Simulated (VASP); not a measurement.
# NaB6 (R-3m) in VASP: a series of runs

Runs on NaB6. Level: PBE. Tasks: single point, relaxation of cell and atoms.

Program: VASP 6.6.1. These are calculated values, not measurements. Logs are shortened: lines on timing, memory, paths and dates and some standing lists are left out, and cuts for length are marked.

### 1 The cell of the first run

It takes space group R-3m (No. 166, trigonal). The conventional cell has a = 4.528 Å, b = 4.528 Å, c = 8.870 Å, α = 90.00°, β = 90.00°, γ = 120.00°. Within 3.1 Å of Na (site symmetry -3m) lie 18 B at 2.36 to 2.44 Å. B (site symmetry m) has 7 B at 1.80 to 2.57 Å and 3 Na at 2.36 to 2.44 Å within 2.6 Å.

The cell was generated, and may not be a known phase.

### 2 Single point, PBE

INCAR reads:

```
PREC = Accurate ; ENCUT = 520
EDIFF = 1E-6 ; ISMEAR = 0
SIGMA = 0.1 ; LREAL = False
LASPH = True ; NELM = 80
ALGO = Fast ; ISIF = 2
LWAVE = False ; LCHARG = False
GGA = PE ; NBANDS = 38
```

KPOINTS reads:

```
Automatic mesh
0
Gamma
  6 6 6
```

POSCAR reads:

```
NaB6
1.0
    2.2639818190      1.3071105145      5.9135316190
   -2.2639818190      1.3071105145      5.9135316190
    0.0000000000     -2.6142210234      5.9135316202
Na B
2 12
Direct
    0.0000000000      0.0000000000      0.0000000000
    0.5000000000      0.5000000000      0.5000000000
    0.9731570331     -0.0268431262      0.4046062430
    0.0953937570      0.5268431262      0.5268429669
    0.4731568738      0.4731570331      0.9046062430
    0.5268429669      0.0953937570      0.5268431262
    1.0268431262      0.5953937570      0.0268429669
    0.4046062430      0.9731570331     -0.0268431262
    0.0268429669      1.0268431262      0.5953937570
    0.5268431262      0.5268429669      0.0953937570
    0.9046062430      0.4731568738      0.4731570331
    0.4731570331      0.9046062430      0.4731568738
   -0.0268431262      0.4046062430      0.9731570331
    0.5953937570      0.0268429669      1.0268431262
```

Potentials or basis: VASP PAW PBE potentials, release 64 (Na_pv, B).

Started as:

```
cat potpaw_PBE.64/Na_pv/POTCAR potpaw_PBE.64/B/POTCAR > POTCAR
mpirun -np 1 vasp_std > vasp.out
```

OUTCAR:

```text
PREC = Accurate
   ENCUT = 520
   EDIFF = 1E-6
   ISMEAR = 0
   LREAL = False
   LASPH = True
   NELM = 80
   ISIF = 2
   GGA = PE

 ion  position               nearest neighbor table
   1  0.000  0.000  0.000-   3 2.36   9 2.36   7 2.36  13 2.36   8 2.36  14 2.36   4 2.44  11 2.44
                             6 2.44  12 2.44   5 2.44  10 2.44   6 2.44  12 2.44  11 2.44   4 2.44
   2  0.500  0.500  0.500-   5 2.36  10 2.36   4 2.36  11 2.36   6 2.36  12 2.36   7 2.44  13 2.44
                            14 2.44   8 2.44   9 2.44   3 2.44   8 2.44  14 2.44   7 2.44  13 2.44
   3  0.973  0.973  0.405-   9 1.80   4 1.91   6 1.91  13 1.95   8 1.95   1 2.36   2 2.44   2 2.44

   4  0.095  0.527  0.527-  11 1.80   3 1.91  13 1.91  10 1.95   6 1.95   2 2.36   1 2.44   1 2.44

   5  0.473  0.473  0.905-  10 1.80   7 1.91  14 1.91  11 1.95  12 1.95   2 2.36   1 2.44   1 2.44
[... 15 lines left out ...]
  13  0.973  0.405  0.973-   7 1.80  10 1.91   4 1.91   3 1.95   8 1.95   1 2.36   2 2.44   2 2.44

  14  0.595  0.027  0.027-   8 1.80  12 1.91   5 1.91   9 1.95   7 1.95   1 2.36   2 2.44   2 2.44

  LATTYP: Found a trigonal (rhomboedric) cell.
 ALAT       =     6.4656018887
 COS(alpha) =     0.7547788383

  Lattice vectors:

 A1 = (   2.2639818190,   1.3071105145,   5.9135316190)
 A2 = (  -2.2639818190,   1.3071105145,   5.9135316190)
 A3 = (   0.0000000000,  -2.6142210234,   5.9135316202)

Analysis of symmetry for initial positions (statically):
=====================================================================
 Subroutine PRICEL returns following result:

  LATTYP: Found a trigonal (rhomboedric) cell.
 ALAT       =     3.9467221365
 COS(alpha) =     0.3418835258

  Lattice vectors:

 A1 = (   0.0000000000,   2.6142210262,   2.9567658089)
 A2 = (  -2.2639818190,  -1.3071105117,   2.9567658101)
 A3 = (   2.2639818190,  -1.3071105117,   2.9567658101)

   2 primitive cells build up your supercell.

 Routine SETGRP: Setting up the symmetry group for a
 trigonal (rhombohedral) supercell.

 Subroutine GETGRP returns: Found 12 space group operations
 (whereof 12 operations were pure point group operations)
 out of a pool of 12 trial point group operations.

The static configuration has the point symmetry D_3d.

Analysis of symmetry for dynamics (positions and initial velocities):
=====================================================================
 Subroutine PRICEL returns following result:

  LATTYP: Found a trigonal (rhomboedric) cell.
 ALAT       =     3.9467221365
 COS(alpha) =     0.3418835258

  Lattice vectors:

 A1 = (   0.0000000000,   2.6142210262,   2.9567658089)
 A2 = (  -2.2639818190,  -1.3071105117,   2.9567658101)
 A3 = (   2.2639818190,  -1.3071105117,   2.9567658101)

   2 primitive cells build up your supercell.

 Routine SETGRP: Setting up the symmetry group for a
 trigonal (rhombohedral) supercell.

 Subroutine GETGRP returns: Found 12 space group operations
 (whereof 12 operations were pure point group operations)
 out of a pool of 12 trial point group operations.

The dynamic configuration has the point symmetry D_3d.

 Subroutine INISYM returns: Found 12 space group operations
 (whereof 12 operations are pure point group operations),
 and found     2 'primitive' translations

----------------------------------------------------------------------------------------

                                     Primitive cell

  volume of cell :      52.4993

  direct lattice vectors                    reciprocal lattice vectors
     0.000000000  2.614221026  2.956765809     0.000000000  0.255015418  0.112735791
    -2.263981819 -1.307110512  2.956765810    -0.220849830 -0.127507709  0.112735791
     2.263981819 -1.307110512  2.956765810     0.220849830 -0.127507709  0.112735791

  length of vectors
     3.946722136  3.946722136  3.946722136     0.278822922  0.278822922  0.278822922

  position of ions in fractional coordinates (direct lattice)
     0.000000000  0.000000000  0.000000000
     0.946313907  0.377763117  0.377763276
     0.622236724  0.053686093  0.622236883
     0.622236883  0.622236724  0.053686093
     0.377763276  0.946313907  0.377763117
     0.053686093  0.622236883  0.622236724
     0.377763117  0.377763276  0.946313907

  ion indices of the primitive-cell ions
   primitive index   ion index
                 1           1
                 2           3
                 3          14
                 4           7
                 5           8
                 6           9
                 7          13

----------------------------------------------------------------------------------------

 KPOINTS: Automatic mesh

Automatic generation of k-mesh.
 Grid dimensions read from file:
 generate k-points for:    6    6    6

 Generating k-lattice:

  Cartesian coordinates                     Fractional coordinates (reciprocal lattice)
     0.036808305  0.021251285  0.009394649     0.166666667  0.000000000 -0.000000000
[... 43 lines left out ...]
   NELM   =     80;   NELMIN=  2; NELMDL= -5     # of ELM steps
   EDIFF  = 0.1E-05   stopping-criterion for ELM
   LREAL  =      F    real-space projection
   EDIFFG = 0.1E-04   stopping-criterion for IOM
   NSW    =      0    number of steps for IOM
   IBRION =     -1    ionic relax: 0-MD 1-quasi-New 2-CG
   NFREE  =      0    steps in history (QN), initial steepest desc. (CG)
   ISIF   =      2    stress and relaxation
   ISYM   =      2    0-nonsym 1-usesym 2-fastsym
   POTIM  = 0.5000    time-step for ionic-motion
   TEBEG  =    0.0;   TEEND  =   0.0 temperature during run
   PSTRESS=    0.0 pullay stress
   NELECT =      50.0000    total number of electrons
   NUPDOWN=      -1.0000    fix difference up-down
   EMIN   =  10.00;   EMAX   =-10.00  energy-range for DOS
   EFERMI =   0.00;   METHOD = LEGACY
   ISMEAR =     0;   SIGMA  =   0.10  broadening in eV -4-tet -1-fermi 0-gaus
   EFERMI_NEDOS =   21; number of points for ismear=-14 and -15
   IALGO  =     68    algorithm
   IMIX   =      4    mixing-type and parameters
     AMIX     =   0.40;   BMIX     =  1.00
     AMIX_MAG =   1.60;   BMIX_MAG =  1.00
  volume/ion in A,a.u.               =       7.50        50.61
  Fermi-wavevector in a.u.,A,eV,Ry     =   1.278411  2.415846 22.236459  1.634334
  Thomas-Fermi vector in A             =   2.410955
   LORBIT       =      0    0 simple, 1 ext, 2 COOP (PROOUT), +10 PAW based schemes
   GGA     = PE    functional components
   LHFCALC =     F    Hartree Fock is set to
   AEXX    =    0.0000 exact exchange contribution
   IVDW    =     0    specifies the selected vdW correction
   LEPSILON=     F    determine dielectric tensor
   LRPA    =     F    only Hartree local field effects (RPA)
 non-spin polarized calculation
 RMM-DIIS sequential band-by-band and
 Gauss-broadening in eV      SIGMA  =   0.10
  energy-cutoff  :      520.00
  volume of cell :      105.00
 maximum number of plane-waves:      2872
   NGX = 25   NGY = 25   NGZ = 25

 number of electron      50.0000003 magnetization

 Free energy of the ion-electron system (eV)
  ---------------------------------------------------
  ext. energy  EPLUGINS =         0.00000000
  ---------------------------------------------------
  free energy    TOTEN  =       -73.75493121 eV

  energy without entropy =      -73.74574879  energy(sigma->0) =      -73.75034000

 E-fermi :   6.3444     XC(G=0): -11.9254

 val. band max:        6.3382943613   @ k =   0.3333   0.3333  -0.0000
 cond. band min:       6.3542966575   @ k =  -0.3333   0.1667   0.1667
 fundamental gap:      0.0160022962
 Fermi energy:         6.3443646662

 k-point     1 :       0.0000    0.0000    0.0000
  band No.  band energies     occupation
      1     -16.9335      2.00000
      2     -16.8531      2.00000
      3     -16.8348      2.00000
      4     -16.8348      2.00000
      5     -16.8140      2.00000
      6     -16.8140      2.00000
[... 949 lines left out ...]
     36      13.7162      0.00000
     37      13.9319      0.00000

 [... further k-points ...]

 [bands above 37 left out]

------------------------ aborting loop because EDIFF is reached ----------------------------------------

  FORCE on cell =-STRESS in cart. coord.  units (eV):
  Direction    XX          YY          ZZ          XY          YZ          ZX
  --------------------------------------------------------------------------------------
  -------------------------------------------------------------------------------------
  Total       -0.0485415     -0.0485415      0.0004801      0.0000000      0.0000000      0.0000000
  in kB       -0.7406968     -0.7406968      0.0073258      0.0000000      0.0000000      0.0000000
  external PRESSURE =      -0.4913560 kB  Pullay stress =       0.0000000 kB

 VOLUME and BASIS-vectors are now :
 -----------------------------------------------------------------------------
  energy-cutoff  :      520.00
  volume of cell :      105.00
      direct lattice vectors                 reciprocal lattice vectors
     2.263981819  1.307110514  5.913531619     0.220849830  0.127507709  0.056367896
    -2.263981819  1.307110514  5.913531619    -0.220849830  0.127507709  0.056367896
     0.000000000 -2.614221023  5.913531620     0.000000000 -0.255015418  0.056367896

 POSITION                                       TOTAL-FORCE (eV/Angst)
 -----------------------------------------------------------------------------------
      0.00000      0.00000      0.00000        -0.000000     -0.000000     -0.000000
      0.00000      0.00000      8.87030        -0.000000     -0.000000     -0.000000
      0.00000      1.48632     13.90224        -0.000000      0.006372      0.019466
     -0.97679     -0.56395      6.79512         0.005518      0.003186     -0.019466
     -0.00000     -1.12790     10.94547        -0.000000      0.006372      0.019466
      0.97679     -0.56395      6.79512        -0.005518      0.003186     -0.019466
     -1.28719      0.74316      3.83835        -0.005518      0.003186     -0.019466
     -1.28719     -0.74316     13.90224        -0.005518     -0.003186      0.019466
     -0.00000     -1.48632      3.83835        -0.000000     -0.006372     -0.019466
      0.00000      1.12790      6.79512        -0.000000     -0.006372     -0.019466
      0.97679      0.56395     10.94547        -0.005518     -0.003186      0.019466
     -0.97679      0.56395     10.94547         0.005518     -0.003186      0.019466
      1.28719     -0.74316     13.90224         0.005518     -0.003186      0.019466
      1.28719      0.74316      3.83835         0.005518      0.003186     -0.019466
 -----------------------------------------------------------------------------------
    total drift:                               -0.000000     -0.000000     -0.000000

  FREE ENERGIE OF THE ION-ELECTRON SYSTEM (eV)
  ---------------------------------------------------
  free  energy   TOTEN  =       -73.7549312089 eV

  energy  without entropy=      -73.7457487941  energy(sigma->0) =      -73.75034000
```

It took 8.4 min on 1 thread of AMD EPYC 9755, shared host; peak memory 0.31 GiB.

Results:

| Property | Result |
| --- | --- |
| Free energy | -73.7549 eV |
| Pressure | 0.0 GPa |
| Largest force | 0.020 eV/Å |
| Band gap on the k mesh | zero (bands 25 and 26 overlap by 3.01 eV) |

Forces in eV/Å, atoms in the order of the input:
```
Na   0.000  0.000  0.000
Na   0.000  0.000  0.000
B    0.000  0.006  0.019
B    0.006  0.003 -0.019
B    0.000  0.006  0.019
B   -0.006  0.003 -0.019
B   -0.006  0.003 -0.019
B   -0.006 -0.003  0.019
B    0.000 -0.006 -0.019
B    0.000 -0.006 -0.019
B   -0.006 -0.003  0.019
B    0.006 -0.003  0.019
B    0.006 -0.003  0.019
B    0.006  0.003 -0.019
```

### 3 Single point, PBE

This run uses another cell than the first one: it holds 7 atoms, not 14.

INCAR reads:

```
SYSTEM = NaB6
ALGO = Fast
EDIFF = 1E-6
ENCUT = 520
GGA = PE
ISIF = 2
ISMEAR = 0
LASPH = .TRUE.
LCHARG = .FALSE.
LREAL = .FALSE.
LWAVE = .FALSE.
NBANDS = 22
NELM = 60
PREC = Accurate
SIGMA = 0.1
```

KPOINTS reads:

```
k-points
0
G
  12 12 12
  0 0 0
```

POSCAR reads:

```
NaB6
1.0
    2.2661019562      1.3083345744      2.9523795587
   -2.2661019562      1.3083345744      2.9523795587
    0.0000000000     -2.6166691489      2.9523795587
Na B
1 6
Direct
    0.0000000000      0.0000000000      0.0000000000
    0.9484409647      0.3768552503      0.3768552503
    0.6231447497      0.0515590353      0.6231447497
    0.6231447497      0.6231447497      0.0515590353
    0.3768552503      0.9484409647      0.3768552503
    0.0515590353      0.6231447497      0.6231447497
    0.3768552503      0.3768552503      0.9484409647
```

Potentials or basis: VASP PAW PBE potentials, release 64 (Na_pv, B).

Started as:

```
cat potpaw_PBE.64/Na_pv/POTCAR potpaw_PBE.64/B/POTCAR > POTCAR
mpirun -np 1 vasp_std > vasp.out
```

Wall time 6.5 min (1 thread of AMD EPYC 9755, shared host); peak memory 0.25 GiB.

Results (log left out):

```
Free energy            : -36.8755 eV
Pressure               : 0.3 GPa
Largest force          : 0.004 eV/Å
Band gap on the k mesh : zero (an odd number of electrons rules out a gap without spin polarisation)
```

Forces on the atoms (eV/Å):
```
Na   0.000  0.000  0.000
B   -0.003 -0.002  0.000
B   -0.003  0.002  0.000
B    0.000 -0.004  0.000
B    0.003 -0.002  0.000
B    0.003  0.002  0.000
B    0.000  0.004  0.000
```

Stress tensor (GPa, compression positive):
```
0.24 0.00 0.00
0.00 0.24 0.00
0.00 0.00 0.39
```

Levels at points of the mesh, in eV from the Fermi level:
```
           k point  band 9  band 10  band 11  band 12  band 13  band 14  band 15  band 16  band 17  band 18
(0.00, 0.00, 0.00)   -4.68    -4.01    -3.47    -2.43    -2.43     1.93     1.93     3.55     4.46     4.55
(0.50, 0.00, 0.00)   -4.30    -3.61    -3.03    -1.74     0.32     0.56     3.49     5.04     5.56     5.79
(0.50, 0.50, 0.00)   -4.75    -1.13    -0.73     0.53     0.73     0.87     3.98     4.01     4.22     8.54
(0.50, 0.50, 0.50)   -5.93    -5.93    -3.69    -0.58    -0.58     6.65     7.33     7.33     7.52     7.52
```

Caveat: an odd number of electrons without spin polarisation forces a metal; a magnetic or distorted state may lie lower.

### 4 Relaxation of cell and atoms, PBE

This run uses another cell than the first one: it holds 7 atoms, not 14.

INCAR reads:

```
SYSTEM = NaB6
PREC     = Accurate       ! precision mode
ENCUT    = 600            ! plane-wave cutoff, eV
EDIFF    = 1E-7           ! SCF threshold, eV
ISMEAR   = 0              ! smearing method
SIGMA    = 0.1            ! smearing width, eV
LREAL    = .False.        ! projectors in reciprocal space
LASPH    = .True.         ! aspherical terms in the spheres
NELM     = 100            ! most SCF steps
ALGO     = Fast           ! electronic algorithm
ISIF     = 3              ! what is computed and relaxed
LWAVE    = .False.        ! write WAVECAR
LCHARG   = .False.        ! write CHGCAR
GGA      = PE             ! functional
IBRION   = 2              ! ionic algorithm
NSW      = 100            ! ionic steps
EDIFFG   = -0.01          ! ionic threshold
```

KPOINTS reads:

```
regular mesh
0
Gamma
  12 12 12
  0 0 0
```

POSCAR reads:

```
NaB6
1.0
    2.2639818190      1.3071105126      2.9567658097
   -2.2639818190      1.3071105126      2.9567658097
    0.0000000000     -2.6142210252      2.9567658097
Na B
1 6
Direct
    0.0000000000      0.0000000000      0.0000000000
    0.9463139069      0.3777631964      0.3777631964
    0.6222368036      0.0536860931      0.6222368036
    0.6222368036      0.6222368036      0.0536860931
    0.3777631964      0.9463139069      0.3777631964
    0.0536860931      0.6222368036      0.6222368036
    0.3777631964      0.3777631964      0.9463139069
```

Started as:

```
cat potpaw_PBE.64/Na_pv/POTCAR potpaw_PBE.64/B/POTCAR > POTCAR
mpirun -np 1 vasp_std > vasp.out
```

Run time: 12 min. Hardware: 1 thread of AMD EPYC 9755, shared host; peak memory 0.26 GiB.

Results (log left out):

```yaml
Free_energy: -36.8807 eV
Relaxed_volume: 7.52 Å³/atom
Relaxed_cell: a = 3.948 Å, b = 3.948 Å, c = 3.948 Å, α = 70.11°, β = 70.11°, γ = 70.11°
Space_group_after_relaxing_to_0.1_Å: R-3m (No. 166)
Energy_gained_by_relaxing: 0.2 meV/atom
Ionic_steps: 4
Pressure_after_relaxing: -0.1 GPa
Largest_force_after_relaxing: 0.007 eV/Å
Band_gap_on_the_k_mesh: zero (an odd number of electrons rules out a gap without spin polarisation)
```

Forces on the atoms (eV/Å):
```
Na   0.000  0.000  0.000
B    0.004  0.002  0.005
B    0.004 -0.002 -0.005
B    0.000  0.005 -0.005
B   -0.004  0.002  0.005
B   -0.004 -0.002 -0.005
B    0.000 -0.005  0.005
```

Step by step:
```csv
step,energy change (eV),largest force (eV/Å),pressure (GPa),volume (Å³)
1,0.0000,0.0495,0.09,52.50
2,-0.0007,0.0337,0.09,52.53
3,-0.0010,0.0255,0.10,52.56
4,-0.0013,0.0070,-0.13,52.62
```

Final structure:
```
Na B
1.0
     2.26742    1.30910    2.95445
    -2.26742    1.30910    2.95445
     0.00000   -2.61820    2.95445
Na B
1 6
Direct
  0.00000 0.00000 0.00000
  0.94813 0.37698 0.37698
  0.62302 0.05187 0.62302
  0.62302 0.62302 0.05187
  0.37698 0.94813 0.37698
  0.05187 0.62302 0.62302
  0.37698 0.37698 0.94813
```

Levels at points of the mesh, in eV from the Fermi level:
```tsv
k point	band 11	band 12	band 13	band 14	band 15	band 16
(0.00, 0.00, 0.00)	-3.47	-2.43	-2.43	1.92	1.92	3.53
(0.50, 0.00, 0.00)	-3.02	-1.74	0.33	0.55	3.49	5.02
(0.50, 0.50, 0.00)	-0.73	0.54	0.72	0.86	3.97	4.02
(0.50, 0.50, 0.50)	-3.67	-0.59	-0.59	6.62	7.33	7.34
```

Caveat: an odd number of electrons without spin polarisation forces a metal; a magnetic or distorted state may lie lower.

### 5 The runs side by side

| task | cell | k mesh | cutoff (eV) | gap on the mesh (eV) | pressure (GPa) | largest force (eV/Å) |
| --- | --- | --- | --- | --- | --- | --- |
| single point | a = 6.466 Å, angles 41.0°, 14 atoms, atomic positions A | 6 × 6 × 6 | 520 | none | 0.0 | 0.02 |
| single point | a = 3.945 Å, angles 70.1°, 7 atoms, atomic positions B | 12 × 12 × 12 | 520 | none | 0.3 | - |
| relaxation of cell and atoms | relaxed from a = 3.947 Å, angles 70.0°, 7 atoms, atomic positions C | 12 × 12 × 12 | 600 | none | -0.1 | 0.01 |

Alike in all rows: level PBE; potentials or basis VASP PAW PBE potentials, release 64 (Na_pv, B); no spin polarisation; smearing gaussian 0.1 eV.

Caveats: an odd number of electrons without spin polarisation forces a metal (at least some runs); a magnetic or distorted state may lie lower (at least some runs).

Absolute energies hang on the potentials; compare differences alone.

The gap in the log of VASP goes by the Fermi energy; the results here count the filled bands.